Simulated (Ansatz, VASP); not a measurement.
Two plane-wave programs on NaHF2

Contents of INCAR:

```
SYSTEM = NaHF2
ALGO = Normal
EDIFF = 1E-6
ENCUT = 970
GGA = PS
GGA_COMPAT = .FALSE.
ISIF = 2
ISMEAR = 0
LASPH = .TRUE.
LCHARG = .FALSE.
LREAL = .FALSE.
LWAVE = .FALSE.
NBANDS = 20
NELM = 120
PREC = Accurate
SIGMA = 0.01
```

The input KPOINTS:

```
k-points
0
G
  8 8 8
  0 0 0
```

POSCAR

```
NaHF2
1.0
    1.7390891650      1.0040635975      4.5772961437
   -1.7390891650      1.0040635975      4.5772961437
    0.0000000000     -2.0081271951      4.5772961437
Na H F
1 1 2
Direct
    0.0000000000      0.0000000000      0.0000000000
    0.5000000000      0.5000000000      0.5000000000
    0.4168324837      0.4168324837      0.4168324837
    0.5831675163      0.5831675163      0.5831675163
```

Input for Ansatz:

```yaml
crystal:
  lattice:
    - [1.73908916498, 1.00406359754, 4.57729614367]
    - [-1.73908916498, 1.00406359754, 4.57729614367]
    - [0.0, -2.00812719509, 4.57729614367]
  atoms:
    - { symbol: Na, position: [0.0, 0.0, 0.0] }
    - { symbol: H, position: [0.5, 0.5, 0.5] }
    - { symbol: F, position: [0.416832483723, 0.416832483723, 0.416832483723] }
    - { symbol: F, position: [0.583167516277, 0.583167516277, 0.583167516277] }
kpoints:
  mp_grid: { grid: [8, 8, 8] }
scf:
  occupations: { method: fixed }
hamiltonian:
  xc: pbesol
  pseudopotentials: { kind: paw }
output:
  forces: true
  stress: true
  eigenvalues: true
  eigenstates:
    nscf_kmesh: { grid: [12, 12, 12] }
    de_dk: true
    e_range: [-9, 16.90259917158]
  optics:
    e_range: [0, 25]
    de: 0.2
    sigma: 0.15
    bands: { spectra_wanted_up_to: 25 }
    nscf_kmesh: { grid: [12, 12, 12] }
checkpoint:
  write: ck
  write_wavefunctions: false
```

Alike in both runs: task single point; functional PBEsol; k mesh 8 × 8 × 8; no spin polarisation.

```csv
,VASP,Ansatz
version,VASP 6.6.1,Ansatz 0.2.0
potentials or method,"VASP PAW PBE potentials, release 64 (Na_sv, H, F)","PAW with Ansatz's default frozen-core files, scalar-relativistic"
plane-wave cutoff (eV),970,420
occupations,"gaussian, width 0.01 eV",fixed
valence electrons in the cell,24,24
```

|  | VASP | Ansatz | Ansatz less VASP |
| --- | --- | --- | --- |
| gap on the k mesh at the Fermi level (eV) | 6.89 | 6.90 | +0.016 |
| pressure (GPa) | -0.1 | 0.0 | +0.15 |
| traceless stress, the component that is largest in VASP (GPa) | 0.30 | -0.01 | -0.315 |
| rms of the force components (eV/Å) | 0.019 | 0.000 | -0.0185 |

VASP's potentials were made for PBE, not for PBEsol. Atom by atom the forces differ by 0.018 eV/Å (rms over components).
